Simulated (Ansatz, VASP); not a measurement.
LuGaP2 in VASP and in Ansatz

Contents of INCAR:

```
PREC = Accurate
ENCUT = 520
EDIFF = 1E-6
ISMEAR = -1
SIGMA = 0.02
LREAL = False
LASPH = True
NELM = 80
ALGO = Normal
ISIF = 2
LWAVE = False
LCHARG = True
GGA = PE
LELF = True
LVHAR = True
NBANDS = 32
```

The input KPOINTS:

```
regular mesh
0
Gamma
  8 8 8
```

File POSCAR:

```
LuGaP2
1.0
    1.8955336947      1.0943868889      6.1356261487
   -1.8955336947      1.0943868889      6.1356261487
    0.0000000000     -2.1887737777      6.1356261487
Ga Lu P
1 1 2
Direct
    1.0000000000      0.0000000000      0.0000000000
    0.5000000000      0.5000000000      0.5000000000
    0.2573738765      0.2573738765      0.2573738765
    0.7426261235      0.7426261235      0.7426261235
```

Input for Ansatz:

```yaml
crystal:
  lattice:
    - [1.8955336947, 1.0943868889, 6.1356261487]
    - [-1.8955336947, 1.0943868889, 6.1356261487]
    - [0.0, -2.1887737777, 6.1356261487]
  atoms:
    - { symbol: Ga, position: [1.0, 0.0, 0.0] }
    - { symbol: Lu, position: [0.5, 0.5, 0.5] }
    - { symbol: P, position: [0.2573738765, 0.2573738765, 0.2573738765] }
    - { symbol: P, position: [0.7426261235, 0.7426261235, 0.7426261235] }
kpoints:
  mp_grid: { grid: [8, 8, 8] }
  band_path:
    path:
      - [[0.0, 0.0, 0.0], [0.5, 0.5, 0.5], [0.8121237212997, 0.1878762787003, 0.5]]
      - [[0.5, -0.1878762787003, 0.1878762787003], [0.5, 1.580336913871e-17, -5.48756237827e-17], [0.0, 0.0, 0.0], [0.3439381393501, -0.3439381393501, -2.14284925848e-18]]
      - [[0.6560618606499, 1.513522999774e-17, 0.3439381393501], [0.5, -3.907225464399e-17, 0.5], [0.0, 0.0, 0.0]]
    npoints: 10
hamiltonian:
  xc: pbe
scf:
  occupations: { method: fermi_dirac, width: 0.02 }
  n_extra_bands: 5
output:
  forces: true
  stress: true
  eigenvalues: true
```

Alike in both runs: task single point; functional PBE; k mesh 8 × 8 × 8; occupations fermi-dirac, width 0.02 eV; no spin polarisation.

```csv
,VASP,Ansatz
version,VASP 6.6.1,Ansatz 0.2.0
potentials or method,"VASP PAW PBE potentials, release 64 (Ga_d, Lu, P)","plane waves, PAW"
plane-wave cutoff (eV),520,420
valence electrons in the cell,48,48
```

|  | VASP | Ansatz | Ansatz less VASP |
| --- | --- | --- | --- |
| pressure (GPa) | 1.7 | 1.5 | -0.23 |
| traceless stress, the component that is largest in VASP (GPa) | 0.58 | 0.58 | +0.007 |
| rms of the force components (eV/Å) | 0.023 | 0.032 | +0.0085 |

Atom by atom the forces differ by 0.009 eV/Å (rms over components). The functional is the same, so the differences come from potentials, cutoffs and numerics.

Neither program's run includes spin-orbit coupling.
